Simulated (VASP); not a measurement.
# Sb (R-3m) in VASP: a series of runs

Runs on Sb. Level: r2SCAN. Tasks: single point.

All numbers are computed with VASP 6.6.1; they aren't measurements. Logs are shortened: lines on timing, memory, paths and dates and some standing lists are left out, and cuts for length are marked.

**1. The cell of the first run**

The structure is trigonal, space group R-3m (No. 166). Conventional cell: a = 4.337 Å, b = 4.337 Å, c = 11.614 Å, α = 90.00°, β = 90.00°, γ = 120.00°. Sb (site symmetry 3m) has 6 Sb at 2.92 to 3.44 Å within 3.9 Å.

**2. Single point, r2SCAN**

POSCAR

```
Sb
1.0
    2.1684990718      1.2519835228      3.8714545550
   -2.1684990718      1.2519835228      3.8714545550
    0.0000000000     -2.5039670457      3.8714545550
Sb
2
Direct
    0.2316123530      0.2316123530      0.2316123530
    0.7683876470      0.7683876470      0.7683876470
```

INCAR.step1

```
SYSTEM = Sb
PREC     = Accurate       ! precision mode
ENCUT    = 520            ! plane-wave cutoff, eV
ISMEAR   = -1             ! smearing method
SIGMA    = 0.15           ! smearing width, eV
LREAL    = .False.        ! projectors in reciprocal space
LASPH    = .True.         ! aspherical terms in the spheres
NELM     = 100            ! most SCF steps
NBANDS   = 12             ! bands
GGA      = PE             ! functional
ALGO     = Normal         ! electronic algorithm
EDIFF    = 1E-4           ! SCF threshold, eV
LWAVE    = .True.         ! write WAVECAR
LCHARG   = .False.        ! write CHGCAR
```

INCAR.step2

```
SYSTEM = Sb
PREC     = Accurate       ! precision mode
ENCUT    = 520            ! plane-wave cutoff, eV
EDIFF    = 1E-6           ! SCF threshold, eV
ISMEAR   = -1             ! smearing method
SIGMA    = 0.15           ! smearing width, eV
LREAL    = .False.        ! projectors in reciprocal space
LASPH    = .True.         ! aspherical terms in the spheres
NELM     = 100            ! most SCF steps
ALGO     = Normal         ! electronic algorithm
ISIF     = 2              ! what is computed and relaxed
LWAVE    = .False.        ! write WAVECAR
LCHARG   = .False.        ! write CHGCAR
METAGGA  = R2SCAN         ! meta-GGA
LMIXTAU  = .True.       
NBANDS   = 12             ! bands
ISTART   = 1
```

KPOINTS

```
Automatic mesh
0
Gamma
  12 12 12
  0 0 0
```

Potentials or basis: VASP PAW PBE potentials, release 64 (Sb).

On the command line:

```console
$ cat potpaw_PBE.64/Sb/POTCAR > POTCAR
$ cp INCAR.step1 INCAR
$ mpirun -np 1 vasp_std > vasp.out
$ cp INCAR.step2 INCAR
$ mpirun -np 1 vasp_std > vasp.out
```

OUTCAR:

```text
SYSTEM = Sb
   PREC = Accurate
   ENCUT = 520
   EDIFF = 1E-6
   ISMEAR = -1
   LREAL = .False.
   LASPH = .True.
   NELM = 100
   ISIF = 2
   METAGGA = R2SCAN
   ISTART = 1

 ion  position               nearest neighbor table
   1  0.232  0.232  0.232-   2 2.92   2 2.92   2 2.92   2 3.44   2 3.44   2 3.44
   2  0.768  0.768  0.768-   1 2.92   1 2.92   1 2.92   1 3.44   1 3.44   1 3.44

  LATTYP: Found a trigonal (rhomboedric) cell.
 ALAT       =     4.6106410983
 COS(alpha) =     0.5575890755

  Lattice vectors:

 A1 = (   2.1684990718,   1.2519835228,   3.8714545550)
 A2 = (  -2.1684990718,   1.2519835228,   3.8714545550)
 A3 = (   0.0000000000,  -2.5039670457,   3.8714545550)

Analysis of symmetry for initial positions (statically):
=====================================================================
 Subroutine PRICEL returns:
 Original cell was already a primitive cell.

 Routine SETGRP: Setting up the symmetry group for a
 trigonal (rhombohedral) supercell.

 Subroutine GETGRP returns: Found 12 space group operations
 (whereof 12 operations were pure point group operations)
 out of a pool of 12 trial point group operations.

The static configuration has the point symmetry D_3d.

Analysis of symmetry for dynamics (positions and initial velocities):
=====================================================================
 Subroutine PRICEL returns:
 Original cell was already a primitive cell.

 Routine SETGRP: Setting up the symmetry group for a
 trigonal (rhombohedral) supercell.

 Subroutine GETGRP returns: Found 12 space group operations
 (whereof 12 operations were pure point group operations)
 out of a pool of 12 trial point group operations.

The dynamic configuration has the point symmetry D_3d.

 Subroutine INISYM returns: Found 12 space group operations
 (whereof 12 operations are pure point group operations),
 and found     1 'primitive' translations

----------------------------------------------------------------------------------------

                                     Primitive cell

  volume of cell :      63.0643

  direct lattice vectors                    reciprocal lattice vectors
     2.168499072  1.251983523  3.871454555     0.230574228  0.133122093  0.086100283
    -2.168499072  1.251983523  3.871454555    -0.230574228  0.133122093  0.086100283
     0.000000000 -2.503967046  3.871454555     0.000000000 -0.266244186  0.086100283

  length of vectors
     4.610641098  4.610641098  4.610641098     0.279819987  0.279819987  0.279819987

  position of ions in fractional coordinates (direct lattice)
     0.231612353  0.231612353  0.231612353
     0.768387647  0.768387647  0.768387647

  ion indices of the primitive-cell ions
   primitive index   ion index
                 1           1
                 2           2

----------------------------------------------------------------------------------------

 KPOINTS: Automatic mesh

Automatic generation of k-mesh.
 Grid dimensions read from file:
 generate k-points for:   12   12   12

 Generating k-lattice:

  Cartesian coordinates                     Fractional coordinates (reciprocal lattice)
     0.019214519  0.011093508  0.007175024     0.083333333  0.000000000  0.000000000
    -0.019214519  0.011093508  0.007175024     0.000000000  0.083333333  0.000000000
     0.000000000 -0.022187015  0.007175024     0.000000000  0.000000000  0.083333333

  Length of vectors
     0.023318332  0.023318332  0.023318332

  Shift w.r.t. Gamma in fractional coordinates (k-lattice)
     0.000000000  0.000000000  0.000000000

 Subroutine IBZKPT returns following result:
 ===========================================

 Found    189 irreducible k-points:

 Following reciprocal coordinates:
            Coordinates               Weight
  0.000000  0.000000  0.000000      1.000000
  0.083333  0.000000  0.000000      6.000000
  0.166667  0.000000  0.000000      6.000000
  0.250000  0.000000  0.000000      6.000000
  0.333333  0.000000  0.000000      6.000000
  0.416667  0.000000  0.000000      6.000000
[... 16 lines left out ...]
  0.500000  0.166667  0.000000     12.000000
 -0.416667  0.166667 -0.000000     12.000000
 [... further k-points ...]
   k-points           NKPTS =    189   k-points in BZ     NKDIM =    189   number of bands    NBANDS=     12
   number of dos      NEDOS =    301   number of ions     NIONS =      2
   total plane-waves  NPLWV =  46656
   dimension x,y,z NGX =    36 NGY =   36 NGZ =   36
   dimension x,y,z NGXF=    72 NGYF=   72 NGZF=   72
   ions per type =               2
   NGX,Y,Z   is equivalent  to a cutoff of  12.98, 12.98, 12.98 a.u.
   NGXF,Y,Z  is equivalent  to a cutoff of  25.96, 25.96, 25.96 a.u.
 SYSTEM =  Sb
   PREC   = accura    normal or accurate (medium, high low for compatibility)
   ISTART =      1    job   : 0-new  1-cont  2-samecut
   ICHARG =      0    charge: 1-file 2-atom 10-const
   ISPIN  =      1    spin polarized calculation?
   LNONCOLLINEAR =      F non collinear calculations
   LSORBIT =      F    spin-orbit coupling
   LASPH  =      T    aspherical Exc in radial PAW
   ENCUT  =  520.0 eV  38.22 Ry    6.18 a.u.   8.57  8.57  8.57*2*pi/ulx,y,z
   NELM   =    100;   NELMIN=  2; NELMDL=  0     # of ELM steps
   EDIFF  = 0.1E-05   stopping-criterion for ELM
   LREAL  =      F    real-space projection
   EDIFFG = 0.1E-04   stopping-criterion for IOM
   NSW    =      0    number of steps for IOM
   IBRION =     -1    ionic relax: 0-MD 1-quasi-New 2-CG
   NFREE  =      0    steps in history (QN), initial steepest desc. (CG)
   ISIF   =      2    stress and relaxation
   ISYM   =      2    0-nonsym 1-usesym 2-fastsym
   POTIM  = 0.5000    time-step for ionic-motion
   TEBEG  =    0.0;   TEEND  =   0.0 temperature during run
   PSTRESS=    0.0 pullay stress
   NELECT =      10.0000    total number of electrons
   NUPDOWN=      -1.0000    fix difference up-down
   EMIN   =  10.00;   EMAX   =-10.00  energy-range for DOS
   EFERMI =   0.00;   METHOD = LEGACY
   ISMEAR =    -1;   SIGMA  =   0.15  broadening in eV -4-tet -1-fermi 0-gaus
   EFERMI_NEDOS =   21; number of points for ismear=-14 and -15
   IALGO  =     38    algorithm
   IMIX   =      4    mixing-type and parameters
     AMIX     =   0.40;   BMIX     =  1.00
     AMIX_MAG =   1.60;   BMIX_MAG =  1.00
  volume/ion in A,a.u.               =      31.53       212.79
  Fermi-wavevector in a.u.,A,eV,Ry     =   0.886095  1.674477 10.682816  0.785165
  Thomas-Fermi vector in A             =   2.007216
   LORBIT       =      0    0 simple, 1 ext, 2 COOP (PROOUT), +10 PAW based schemes
   METAGGA = R2SCAN    functional components
   LHFCALC =     F    Hartree Fock is set to
   AEXX    =    0.0000 exact exchange contribution
   IVDW    =     0    specifies the selected vdW correction
   LEPSILON=     F    determine dielectric tensor
   LRPA    =     F    only Hartree local field effects (RPA)
 non-spin polarized calculation
  energy-cutoff  :      520.00
  volume of cell :       63.06
 maximum number of plane-waves:      1722
 NGX is ok and might be reduce to    36
   NGX = 17   NGY = 17   NGZ = 17

 number of electron      10.0000000 magnetization

 Free energy of the ion-electron system (eV)
  ---------------------------------------------------
  ext. energy  EPLUGINS =         0.00000000
  ---------------------------------------------------
  free energy    TOTEN  =       -51.40183618 eV

  energy without entropy =      -51.37603798  energy(sigma->0) =      -51.38893708

 E-fermi :   6.7519     XC(G=0):  -9.7883

 val. band max:        6.7501106195   @ k =   0.4167   0.3333   0.3333
 cond. band min:       6.7774363892   @ k =   0.3333   0.1667   0.1667
 fundamental gap:      0.0273257697
 Fermi energy:         6.7519152724

 k-point     1 :       0.0000    0.0000    0.0000
  band No.  band energies     occupation
      1      -6.3369      2.00000
      2       1.6795      2.00000
      3       4.4751      2.00000
      4       4.8252      1.99999
      5       4.8252      1.99999
      6       8.6653      0.00001
      7       9.3802      0.00000
      8       9.3802      0.00000
      9      12.3140      0.00000
     10      12.3140      0.00000
     11      12.5153      0.00000
     12      13.9106      0.00000

 k-point     2 :       0.0833    0.0000    0.0000
  band No.  band energies     occupation
      1      -6.2587      2.00000
      2       1.3383      2.00000
      3       4.5164      2.00000
      4       4.7969      2.00000
      5       4.9195      1.99999
      6       8.6904      0.00000
      7       9.1911      0.00000
      8       9.2307      0.00000
      9      11.9167      0.00000
     10      12.2710      0.00000
     11      12.2905      0.00000
     12      14.4208      0.00000

 k-point     3 :       0.1667    0.0000    0.0000
  band No.  band energies     occupation
      1      -6.0252      2.00000
      2       0.5217      2.00000
      3       4.5138      2.00000
      4       4.7264      2.00000
      5       5.2016      1.99994
      6       8.5039      0.00002
      7       8.7796      0.00000
      8       8.8264      0.00000
      9      11.6600      0.00000
     10      12.1695      0.00000
     11      12.5339      0.00000
     12      15.5623      0.00000

 k-point     4 :       0.2500    0.0000    0.0000
  band No.  band energies     occupation
      1      -5.6402      2.00000
      2      -0.4899      2.00000
      3       4.4998      2.00000
      4       4.6445      2.00000
      5       5.5229      1.99945
      6       8.0013      0.00048
      7       8.2378      0.00010
      8       8.3221      0.00006
      9      12.0069      0.00000
     10      12.5649      0.00000
     11      13.1766      0.00000
     12      16.9171      0.00000

 k-point     5 :       0.3333    0.0000    0.0000
  band No.  band energies     occupation
      1      -5.1127      2.00000
      2      -1.5362      2.00000
      3       4.5239      2.00000
      4       4.5778      2.00000
      5       5.8266      1.99582
      6       7.4641      0.01719
      7       7.6453      0.00517
      8       7.8727      0.00114
      9      12.6639      0.00000
     10      13.5293      0.00000
     11      14.1323      0.00000
     12      17.4780      0.00000
[... 228 lines left out ...]
      1      -5.2746      2.00000
      2      -0.8777      2.00000
      3       3.4227      2.00000
      4       3.8586      2.00000
      5       5.1093      1.99996
      6       8.4468      0.00002
      7       9.2031      0.00000
      8       9.5308      0.00000
      9      11.0494      0.00000
     10      14.0537      0.00000
     11      14.7261      0.00000
     12      16.1023      0.00000

 k-point    22 :       0.4167    0.1667   -0.0000
  band No.  band energies     occupation
      1      -4.7314      2.00000
      2      -1.7723      2.00000
      3       3.2569      2.00000
      4       3.7937      2.00000
      5       4.8666      1.99999
      6       8.6725      0.00001
      7       8.8044      0.00000
      8       9.3342      0.00000
      9      11.6165      0.00000
     10      14.7635      0.00000
     11      15.8834      0.00000
     12      16.2341      0.00000

 k-point    23 :       0.5000    0.1667    0.0000
  band No.  band energies     occupation
      1      -4.0958      2.00000
      2      -2.6361      2.00000
      3       3.0381      2.00000
      4       3.9481      2.00000
      5       4.8453      1.99999
      6       8.2417      0.00010
      7       8.4306      0.00003
      8       9.5459      0.00000
      9      12.7055      0.00000
     10      14.8872      0.00000
     11      15.6775      0.00000
     12      16.3023      0.00000

 k-point    24 :      -0.4167    0.1667   -0.0000
  band No.  band energies     occupation
      1      -3.8040      2.00000
      2      -2.9888      2.00000
      3       2.8814      2.00000
      4       4.2714      2.00000
      5       4.9891      1.99998
      6       7.7469      0.00263
      7       8.0663      0.00031
      8       9.8449      0.00000
      9      13.5389      0.00000
     10      14.2508      0.00000
     11      14.8512      0.00000
     12      16.8845      0.00000

 [... further k-points ...]
[... 5 lines left out ...]
  --------------------------------------------------------------------------------------
  -------------------------------------------------------------------------------------
  Total        0.0515056      0.0515056      0.0250862     -0.0000000     -0.0000000      0.0000000
  in kB        1.3085248      1.3085248      0.6373256     -0.0000000     -0.0000000      0.0000000
  external PRESSURE =       1.0847918 kB  Pullay stress =       0.0000000 kB

 VOLUME and BASIS-vectors are now :
 -----------------------------------------------------------------------------
  energy-cutoff  :      520.00
  volume of cell :       63.06
      direct lattice vectors                 reciprocal lattice vectors
     2.168499072  1.251983523  3.871454555     0.230574228  0.133122093  0.086100283
    -2.168499072  1.251983523  3.871454555    -0.230574228  0.133122093  0.086100283
     0.000000000 -2.503967046  3.871454555     0.000000000 -0.266244186  0.086100283

 POSITION                                       TOTAL-FORCE (eV/Angst)
 -----------------------------------------------------------------------------------
      0.00000     -0.00000      2.69003         0.000000     -0.000000      0.053677
      0.00000     -0.00000      8.92433         0.000000      0.000000     -0.053677
 -----------------------------------------------------------------------------------
    total drift:                                0.000000     -0.000000      0.000000

  FREE ENERGIE OF THE ION-ELECTRON SYSTEM (eV)
  ---------------------------------------------------
  free  energy   TOTEN  =       -51.4018361828 eV

  energy  without entropy=      -51.3760379800  energy(sigma->0) =      -51.38893708
```

It took 4 min on 1 thread of Intel Xeon Platinum 8559C (Emerald Rapids), shared host; peak memory 0.29 GiB.

What came out:

```
Free energy            : -51.4018 eV
Pressure               : 0.1 GPa
Largest force          : 0.054 eV/Å
Band gap on the k mesh : zero (band 5 reaches 6.78 eV, above the bottom of band 6 at 6.63 eV)
```

Forces in eV/Å, atoms in the order of the input:
```
Sb   0.000  0.000  0.054
Sb   0.000  0.000 -0.054
```

Caveat: the PAW data sets were made with another functional, which shifts forces and pressure a little; spin-orbit coupling is left out, which moves the levels of the heavy elements.

[end of part 1 of 2]
